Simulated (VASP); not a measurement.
# AgCl (R-3m) in VASP: notebook

Runs on AgCl. Level: PBEsol. Tasks: single point.

Program: VASP 6.6.1. These are calculated values, not measurements. Logs are shortened: lines on timing, memory, paths and dates and some standing lists are left out, and cuts for length are marked.

## Step 1: The cell of the first run

It takes space group R-3m (No. 166, trigonal). Conventional cell: a = 4.796 Å, b = 4.796 Å, c = 5.568 Å, α = 90.00°, β = 90.00°, γ = 120.00°. Within 3.7 Å of Ag (site symmetry -3m) lie 8 Cl at 2.78 to 2.92 Å and 6 Ag at 3.33 Å. Within 3.7 Å of Cl (site symmetry -3m) lie 8 Ag at 2.78 to 2.92 Å and 6 Cl at 3.33 Å.

## Step 2: Single point, PBEsol

The input, INCAR:

```
SYSTEM = AgCl
  PREC = Accurate
  ENCUT = 520
  EDIFF = 1E-7
  ISMEAR = 0
  SIGMA = 0.05
  LREAL = .FALSE.
  LASPH = .TRUE.
  NELM = 60
  ALGO = Normal
  ISIF = 2
  LWAVE = .FALSE.
  LCHARG = .TRUE.
  GGA = PS
  LELF = .TRUE.
  LVHAR = .TRUE.
  NBANDS = 16
```

The input, KPOINTS:

```
Automatic mesh
0
G
  12 12 12
  0 0 0
```

The input, POSCAR:

```
AgCl
1.0
    3.3322084946     -0.0587770834     -0.0587770834
   -0.0587770834      3.3322084946     -0.0587770834
   -0.0587770834     -0.0587770834      3.3322084946
Ag Cl
1 1
Direct
    0.0000000000      0.0000000000      0.0000000000
    0.5000000000      0.5000000000      0.5000000000
```

Potentials or basis: VASP PAW PBE potentials, release 64 (Ag, Cl).

Run with:

```console
cat potpaw_PBE.64/Ag/POTCAR potpaw_PBE.64/Cl/POTCAR > POTCAR
mpirun -np 1 vasp_std > vasp.out
```

OUTCAR:

```text
SYSTEM = AgCl
   PREC = Accurate
   ENCUT = 520
   EDIFF = 1E-7
   ISMEAR = 0
   LREAL = .FALSE.
   LASPH = .TRUE.
   NELM = 60
   ISIF = 2
   GGA = PS

 ion  position               nearest neighbor table
   1  0.000  0.000  0.000-   2 2.78   2 2.78   2 2.92   2 2.92   2 2.92   2 2.92   2 2.92   2 2.92

   2  0.500  0.500  0.500-   1 2.78   1 2.78   1 2.92   1 2.92   1 2.92   1 2.92   1 2.92   1 2.92

  LATTYP: Found a trigonal (rhomboedric) cell.
 ALAT       =     3.3332451069
 COS(alpha) =    -0.0349452721

  Lattice vectors:

 A1 = (   3.3322084946,  -0.0587770834,  -0.0587770834)
 A2 = (  -0.0587770834,   3.3322084946,  -0.0587770834)
 A3 = (  -0.0587770834,  -0.0587770834,   3.3322084946)

Analysis of symmetry for initial positions (statically):
=====================================================================
 Subroutine PRICEL returns:
 Original cell was already a primitive cell.

 Routine SETGRP: Setting up the symmetry group for a
 trigonal (rhombohedral) supercell.

 Subroutine GETGRP returns: Found 12 space group operations
 (whereof 12 operations were pure point group operations)
 out of a pool of 12 trial point group operations.

The static configuration has the point symmetry D_3d.

Analysis of symmetry for dynamics (positions and initial velocities):
=====================================================================
 Subroutine PRICEL returns:
 Original cell was already a primitive cell.

 Routine SETGRP: Setting up the symmetry group for a
 trigonal (rhombohedral) supercell.

 Subroutine GETGRP returns: Found 12 space group operations
 (whereof 12 operations were pure point group operations)
 out of a pool of 12 trial point group operations.

The dynamic configuration has the point symmetry D_3d.

 Subroutine INISYM returns: Found 12 space group operations
 (whereof 12 operations are pure point group operations),
 and found     1 'primitive' translations

----------------------------------------------------------------------------------------

                                     Primitive cell

  volume of cell :      36.9646

  direct lattice vectors                    reciprocal lattice vectors
     3.332208495 -0.058777083 -0.058777083     0.300291489  0.005391974  0.005391974
    -0.058777083  3.332208495 -0.058777083     0.005391974  0.300291489  0.005391974
    -0.058777083 -0.058777083  3.332208495     0.005391974  0.005391974  0.300291489

  length of vectors
     3.333245107  3.333245107  3.333245107     0.300388290  0.300388290  0.300388290

  position of ions in fractional coordinates (direct lattice)
     0.000000000  0.000000000  0.000000000
     0.500000000  0.500000000  0.500000000

  ion indices of the primitive-cell ions
   primitive index   ion index
                 1           1
                 2           2

----------------------------------------------------------------------------------------

 KPOINTS: Automatic mesh

Automatic generation of k-mesh.
 Grid dimensions read from file:
 generate k-points for:   12   12   12

 Generating k-lattice:

  Cartesian coordinates                     Fractional coordinates (reciprocal lattice)
     0.025024291  0.000449331  0.000449331     0.083333333  0.000000000  0.000000000
     0.000449331  0.025024291  0.000449331     0.000000000  0.083333333  0.000000000
     0.000449331  0.000449331  0.025024291     0.000000000  0.000000000  0.083333333

  Length of vectors
     0.025032358  0.025032358  0.025032358

  Shift w.r.t. Gamma in fractional coordinates (k-lattice)
     0.000000000  0.000000000  0.000000000

 Subroutine IBZKPT returns following result:
 ===========================================

 Found    189 irreducible k-points:

 Following reciprocal coordinates:
            Coordinates               Weight
  0.000000  0.000000  0.000000      1.000000
  0.083333 -0.000000 -0.000000      6.000000
  0.166667 -0.000000 -0.000000      6.000000
  0.250000 -0.000000  0.000000      6.000000
  0.333333 -0.000000 -0.000000      6.000000
  0.416667 -0.000000 -0.000000      6.000000
[... 16 lines left out ...]
  0.500000  0.166667 -0.000000     12.000000
 -0.416667  0.166667  0.000000     12.000000
 [... further k-points ...]
   k-points           NKPTS =    189   k-points in BZ     NKDIM =    189   number of bands    NBANDS=     16
   number of dos      NEDOS =    301   number of ions     NIONS =      2
   total plane-waves  NPLWV =  21952
   dimension x,y,z NGX =    28 NGY =   28 NGZ =   28
   dimension x,y,z NGXF=    56 NGYF=   56 NGZF=   56
   ions per type =               1   1
   NGX,Y,Z   is equivalent  to a cutoff of  13.97, 13.97, 13.97 a.u.
   NGXF,Y,Z  is equivalent  to a cutoff of  27.93, 27.93, 27.93 a.u.
 SYSTEM =  AgCl
   PREC   = accura    normal or accurate (medium, high low for compatibility)
   ISTART =      0    job   : 0-new  1-cont  2-samecut
   ICHARG =      2    charge: 1-file 2-atom 10-const
   ISPIN  =      1    spin polarized calculation?
   LNONCOLLINEAR =      F non collinear calculations
   LSORBIT =      F    spin-orbit coupling
   LASPH  =      T    aspherical Exc in radial PAW
   ENCUT  =  520.0 eV  38.22 Ry    6.18 a.u.   6.20  6.20  6.20*2*pi/ulx,y,z
   NELM   =     60;   NELMIN=  2; NELMDL= -5     # of ELM steps
   EDIFF  = 0.1E-06   stopping-criterion for ELM
   LREAL  =      F    real-space projection
   EDIFFG = 0.1E-05   stopping-criterion for IOM
   NSW    =      0    number of steps for IOM
   IBRION =     -1    ionic relax: 0-MD 1-quasi-New 2-CG
   NFREE  =      0    steps in history (QN), initial steepest desc. (CG)
   ISIF   =      2    stress and relaxation
   ISYM   =      2    0-nonsym 1-usesym 2-fastsym
   POTIM  = 0.5000    time-step for ionic-motion
   TEBEG  =    0.0;   TEEND  =   0.0 temperature during run
   PSTRESS=    0.0 pullay stress
   NELECT =      18.0000    total number of electrons
   NUPDOWN=      -1.0000    fix difference up-down
   EMIN   =  10.00;   EMAX   =-10.00  energy-range for DOS
   EFERMI =   0.00;   METHOD = LEGACY
   ISMEAR =     0;   SIGMA  =   0.05  broadening in eV -4-tet -1-fermi 0-gaus
   EFERMI_NEDOS =   21; number of points for ismear=-14 and -15
   IALGO  =     38    algorithm
   IMIX   =      4    mixing-type and parameters
     AMIX     =   0.40;   BMIX     =  1.00
     AMIX_MAG =   1.60;   BMIX_MAG =  1.00
  volume/ion in A,a.u.               =      18.48       124.72
  Fermi-wavevector in a.u.,A,eV,Ry     =   1.287964  2.433898 22.570030  1.658850
  Thomas-Fermi vector in A             =   2.419946
   LORBIT       =      0    0 simple, 1 ext, 2 COOP (PROOUT), +10 PAW based schemes
   GGA     = PS    functional components
   LHFCALC =     F    Hartree Fock is set to
   AEXX    =    0.0000 exact exchange contribution
   IVDW    =     0    specifies the selected vdW correction
   LEPSILON=     F    determine dielectric tensor
   LRPA    =     F    only Hartree local field effects (RPA)
 non-spin polarized calculation
 Gauss-broadening in eV      SIGMA  =   0.05
  energy-cutoff  :      520.00
  volume of cell :       36.96
 maximum number of plane-waves:      1014
 NGX is ok and might be reduce to    28
   NGX = 13   NGY = 13   NGZ = 13

 number of electron      18.0000002 magnetization

 Free energy of the ion-electron system (eV)
  ---------------------------------------------------
  ext. energy  EPLUGINS =         0.00000000
  ---------------------------------------------------
  free energy    TOTEN  =        -5.82613057 eV

  energy without entropy =       -5.82613057  energy(sigma->0) =       -5.82613057

 E-fermi :   5.2906     XC(G=0): -11.1052

 val. band max:        5.1177372469   @ k =   0.5000  -0.0000   0.0000
 cond. band min:       5.4558283971   @ k =   0.0000   0.0000   0.0000
 fundamental gap:      0.3380911502
 Fermi energy:         5.2905708341

 k-point     1 :       0.0000    0.0000    0.0000
  band No.  band energies     occupation
      1     -10.2041      2.00000
      2       1.8040      2.00000
      3       1.8040      2.00000
      4       2.8962      2.00000
      5       2.9623      2.00000
      6       2.9797      2.00000
[... 8 lines left out ...]
     15      19.7996      0.00000
     16      21.5195      0.00000

 k-point     2 :       0.0833   -0.0000   -0.0000
  band No.  band energies     occupation
      1     -10.1679      2.00000
      2       1.7096      2.00000
      3       1.8153      2.00000
      4       2.5462      2.00000
      5       2.7345      2.00000
      6       2.8479      2.00000
[... 8 lines left out ...]
     15      19.2825      0.00000
     16      21.4844      0.00000

 k-point     3 :       0.1667   -0.0000   -0.0000
  band No.  band energies     occupation
      1     -10.0661      2.00000
      2       1.2086      2.00000
      3       1.8448      2.00000
      4       2.1897      2.00000
      5       2.4370      2.00000
      6       2.6705      2.00000
[... 8 lines left out ...]
     15      18.6849      0.00000
     16      21.3748      0.00000

 k-point     4 :       0.2500   -0.0000    0.0000
  band No.  band energies     occupation
      1      -9.9194      2.00000
      2       0.4373      2.00000
      3       1.8767      2.00000
      4       1.8938      2.00000
      5       2.1971      2.00000
      6       2.8285      2.00000
[... 8 lines left out ...]
     15      18.9837      0.00000
     16      21.2287      0.00000

 k-point     5 :       0.3333   -0.0000   -0.0000
  band No.  band energies     occupation
      1      -9.7625      2.00000
      2      -0.2589      2.00000
      3       1.6719      2.00000
      4       1.8666      2.00000
      5       2.0630      2.00000
      6       2.9886      2.00000
[... 8 lines left out ...]
     15      20.2594      0.00000
     16      21.0863      0.00000

 k-point     6 :       0.4167   -0.0000   -0.0000
  band No.  band energies     occupation
      1      -9.6401      2.00000
      2      -0.7284      2.00000
      3       1.5350      2.00000
      4       1.8009      2.00000
      5       2.0452      2.00000
      6       3.0079      2.00000
[... 8 lines left out ...]
     15      20.9838      0.00000
     16      21.2427      0.00000

 k-point     7 :       0.5000   -0.0000    0.0000
  band No.  band energies     occupation
      1      -9.5935      2.00000
      2      -0.8939      2.00000
      3       1.4887      2.00000
      4       1.7693      2.00000
      5       2.0495      2.00000
      6       3.0129      2.00000
[... 8 lines left out ...]
     15      20.9468      0.00000
     16      21.0999      0.00000

 k-point     8 :       0.0833    0.0833   -0.0000
  band No.  band energies     occupation
      1     -10.1297      2.00000
      2       1.7047      2.00000
      3       1.7089      2.00000
      4       2.2161      2.00000
      5       2.5669      2.00000
      6       2.9497      2.00000
[... 8 lines left out ...]
     15      18.9815      0.00000
     16      21.0491      0.00000

 k-point     9 :       0.1667    0.0833   -0.0000
  band No.  band energies     occupation
      1     -10.0277      2.00000
      2       1.1706      2.00000
      3       1.7152      2.00000
      4       2.0485      2.00000
      5       2.3740      2.00000
      6       2.9032      2.00000
[... 8 lines left out ...]
     15      18.9365      0.00000
     16      20.7879      0.00000
[... 172 lines left out ...]
 k-point    19 :       0.1667    0.1667   -0.0000
  band No.  band energies     occupation
      1      -9.9297      2.00000
      2       0.9806      2.00000
      3       1.4702      2.00000
      4       2.0013      2.00000
      5       2.3106      2.00000
      6       2.8811      2.00000
[... 8 lines left out ...]
     15      19.2436      0.00000
     16      20.2644      0.00000

 k-point    20 :       0.2500    0.1667   -0.0000
  band No.  band energies     occupation
      1      -9.7928      2.00000
      2       0.4558      2.00000
      3       1.4174      2.00000
      4       1.9361      2.00000
      5       2.2843      2.00000
      6       2.8612      2.00000
[... 8 lines left out ...]
     15      19.5242      0.00000
     16      20.0394      0.00000

 k-point    21 :       0.3333    0.1667   -0.0000
  band No.  band energies     occupation
      1      -9.6503      2.00000
      2      -0.0964      2.00000
      3       1.4061      2.00000
      4       1.8682      2.00000
      5       2.2338      2.00000
      6       2.8733      2.00000
[... 8 lines left out ...]
     15      19.9695      0.00000
     16      20.4904      0.00000

 k-point    22 :       0.4167    0.1667   -0.0000
  band No.  band energies     occupation
      1      -9.5431      2.00000
      2      -0.4790      2.00000
      3       1.3976      2.00000
      4       1.8353      2.00000
      5       2.1789      2.00000
      6       2.8941      2.00000
[... 8 lines left out ...]
     15      20.0740      0.00000
     16      21.6744      0.00000

 k-point    23 :       0.5000    0.1667   -0.0000
  band No.  band energies     occupation
      1      -9.5070      2.00000
      2      -0.5974      2.00000
      3       1.4144      2.00000
      4       1.8453      2.00000
      5       2.1376      2.00000
      6       2.9045      2.00000
[... 8 lines left out ...]
     15      20.1458      0.00000
     16      22.0406      0.00000

 k-point    24 :      -0.4167    0.1667    0.0000
  band No.  band energies     occupation
      1      -9.5552      2.00000
      2      -0.4219      2.00000
      3       1.4640      2.00000
      4       1.9039      2.00000
      5       2.1073      2.00000
      6       2.8945      2.00000
[... 8 lines left out ...]
     15      20.1480      0.00000
     16      21.8066      0.00000

 [... further k-points ...]
[... 5 lines left out ...]
  --------------------------------------------------------------------------------------
  -------------------------------------------------------------------------------------
  Total       -0.0003467     -0.0003467     -0.0003467     -0.0905367     -0.0905367     -0.0905367
  in kB       -0.0150266     -0.0150266     -0.0150266     -3.9241833     -3.9241833     -3.9241833
  external PRESSURE =      -0.0150266 kB  Pullay stress =       0.0000000 kB

 VOLUME and BASIS-vectors are now :
 -----------------------------------------------------------------------------
  energy-cutoff  :      520.00
  volume of cell :       36.96
      direct lattice vectors                 reciprocal lattice vectors
     3.332208495 -0.058777083 -0.058777083     0.300291489  0.005391974  0.005391974
    -0.058777083  3.332208495 -0.058777083     0.005391974  0.300291489  0.005391974
    -0.058777083 -0.058777083  3.332208495     0.005391974  0.005391974  0.300291489

 POSITION                                       TOTAL-FORCE (eV/Angst)
 -----------------------------------------------------------------------------------
      0.00000      0.00000      0.00000        -0.000000     -0.000000      0.000000
      1.60733      1.60733      1.60733         0.000000      0.000000      0.000000
 -----------------------------------------------------------------------------------
    total drift:                               -0.000000      0.000000      0.000000

  FREE ENERGIE OF THE ION-ELECTRON SYSTEM (eV)
  ---------------------------------------------------
  free  energy   TOTEN  =        -5.8261305672 eV

  energy  without entropy=       -5.8261305666  energy(sigma->0) =       -5.82613057
```

Run time: 2.9 min. Hardware: 1 thread of AMD EPYC, shared host; peak memory 0.21 GiB.

What came out:

```yaml
Free_energy: -5.8261 eV
Pressure: 0.0 GPa
Band_gap_on_the_k_mesh: 0.34 eV, indirect (least direct gap 2.22 eV)
```

Levels at points of the mesh, in eV from the valence-band top:
```csv
k point,band 7,band 8,band 9,band 10,band 11,band 12
"(0.00, 0.00, 0.00)",-2.14,-1.88,-1.88,0.34,9.07,9.07
"(0.50, 0.00, 0.00)",-1.71,-0.27,0.00,4.60,5.76,8.71
"(0.50, 0.50, 0.00)",-2.45,-1.79,-1.24,2.47,8.82,9.21
"(0.50, 0.50, 0.50)",-0.40,-0.40,-0.13,4.01,4.01,4.54
```

Caveat: the PAW data sets were made with another functional, which shifts forces and pressure a little. A k mesh can miss the band edges.

## Step 3: Single point, PBEsol

This run uses another cell than the first one, of 18.98 Å³/atom, 1.027 times its volume.

The input, INCAR:

```
SYSTEM = AgCl
PREC = Accurate ; ENCUT = 520
EDIFF = 1E-6 ; ISMEAR = 0
SIGMA = 0.05 ; LREAL = .False.
LASPH = .True. ; NELM = 100
ALGO = Normal ; ISIF = 2
LWAVE = .False. ; LCHARG = .False.
GGA = PS ; NBANDS = 16
```

The input, KPOINTS:

```
regular mesh
0
Gamma
  12 12 12
  0 0 0
```

The input, POSCAR:

```
AgCl
1.0
    3.3607666975     -0.0298373153     -0.0298373153
   -0.0298373153      3.3607666975     -0.0298373153
   -0.0298373153     -0.0298373153      3.3607666975
Ag Cl
1 1
Direct
    0.0000000000      0.0000000000      0.0000000000
    0.5000000000      0.5000000000      0.5000000000
```

Potentials or basis: VASP PAW PBE potentials, release 64 (Ag, Cl).

Run with:

```console
cat potpaw_PBE.64/Ag/POTCAR potpaw_PBE.64/Cl/POTCAR > POTCAR
mpirun -np 1 vasp_std > vasp.out
```

Run time: 2.6 min. Hardware: 1 thread of AMD EPYC, shared host; peak memory 0.21 GiB.

The run converged. Its results:

```
Free energy            : -5.8174 eV
Pressure               : -1.7 GPa
Band gap on the k mesh : 0.38 eV, indirect (least direct gap 2.14 eV)
```

Stress tensor (GPa, compression positive):
```
-1.67 -0.23 -0.23
-0.23 -1.67 -0.23
-0.23 -0.23 -1.67
```

Levels at points of the mesh, in eV from the valence-band top:
| k point | band 6 | band 7 | band 8 | band 9 | band 10 | band 11 | band 12 | band 13 |
| --- | --- | --- | --- | --- | --- | --- | --- | --- |
| (0.00, 0.00, 0.00) | -2.00 | -1.89 | -1.76 | -1.76 | 0.38 | 9.16 | 9.16 | 13.78 |
| (0.50, 0.00, 0.00) | -1.96 | -1.60 | -0.13 | 0.00 | 4.67 | 5.67 | 8.94 | 9.77 |
| (0.50, 0.50, 0.00) | -2.35 | -2.33 | -1.66 | -1.09 | 2.56 | 8.87 | 9.07 | 10.46 |
| (0.50, 0.50, 0.50) | -1.64 | -0.28 | -0.28 | -0.15 | 4.26 | 4.26 | 4.51 | 6.89 |

Caveat: the PAW data sets were made with another functional, which shifts forces and pressure a little. A k mesh can miss the band edges.

## Step 4: Single point, PBEsol

This run uses another cell than the first one, of 18.97 Å³/atom, 1.027 times its volume.

The input, INCAR:

```
SYSTEM = AgCl
  ALGO = Normal
  EDIFF = 1E-6
  ENCUT = 520
  GGA = PS
  ISIF = 2
  ISMEAR = 0
  LASPH = .TRUE.
  LCHARG = .FALSE.
  LREAL = .FALSE.
  LWAVE = .FALSE.
  NBANDS = 16
  NELM = 80
  PREC = Accurate
  SIGMA = 0.05
```

The input, KPOINTS:

```
k-points
0
G
  12 12 12
  0 0 0
```

The input, POSCAR:

```
AgCl
1.0
    3.3607679768      0.0300871501      0.0300871501
    0.0300871501      3.3607679768      0.0300871501
    0.0300871501      0.0300871501      3.3607679768
Ag Cl
1 1
Direct
    0.0000000000      0.0000000000      0.0000000000
    0.5000000000      0.5000000000      0.5000000000
```

Run with:

```console
cat potpaw_PBE.64/Ag/POTCAR potpaw_PBE.64/Cl/POTCAR > POTCAR
mpirun -np 1 vasp_std > vasp.out
```

It took 2.5 min on 1 thread of AMD EPYC, shared host; peak memory 0.21 GiB.

Results (log left out):

```
Free energy            : -5.8174 eV
Pressure               : -1.7 GPa
Band gap on the k mesh : 0.38 eV, indirect (least direct gap 2.10 eV)
```

Stress tensor (GPa, compression positive):
```
-1.67  0.24  0.24
 0.24 -1.67  0.24
 0.24  0.24 -1.67
```

Levels at points of the mesh, in eV from the valence-band top:
```
           k point  band 5  band 6  band 7  band 8  band 9  band 10  band 11  band 12  band 13  band 14
(0.00, 0.00, 0.00)   -2.02   -1.99   -1.84   -1.84   -1.72     0.38     9.16     9.16    13.67    14.06
(0.50, 0.00, 0.00)   -2.92   -1.95   -1.60   -0.12    0.00     4.68     5.68     8.94     9.80     9.88
(0.50, 0.50, 0.00)   -2.36   -2.35   -2.32   -1.66   -1.09     2.56     8.88     9.08    10.46    13.64
(0.50, 0.50, 0.50)   -1.64   -1.64   -0.32   -0.19   -0.19     4.19     4.43     4.43     6.89    17.60
```

Caveat: the PAW data sets were made with another functional, which shifts forces and pressure a little. A k mesh can miss the band edges.

## Step 5: Overview

| cell | gap on the mesh (eV) | pressure (GPa) |
| --- | --- | --- |
| a = 3.333 Å, angles 92.0°, 2 atoms | 0.34 | 0.0 |
| a = 3.361 Å, angles 91.0°, 2 atoms | 0.38 | -1.7 |
| a = 3.361 Å, angles 89.0°, 2 atoms | 0.38 | -1.7 |

Alike in all rows: task single point; level PBEsol; potentials or basis VASP PAW PBE potentials, release 64 (Ag, Cl); no spin polarisation; k mesh 12 × 12 × 12; cutoff (eV) 520; smearing gaussian 0.05 eV.

Caveats: the PAW data sets were made with another functional, which shifts forces and pressure a little.

Absolute energies hang on the potentials; compare differences alone.
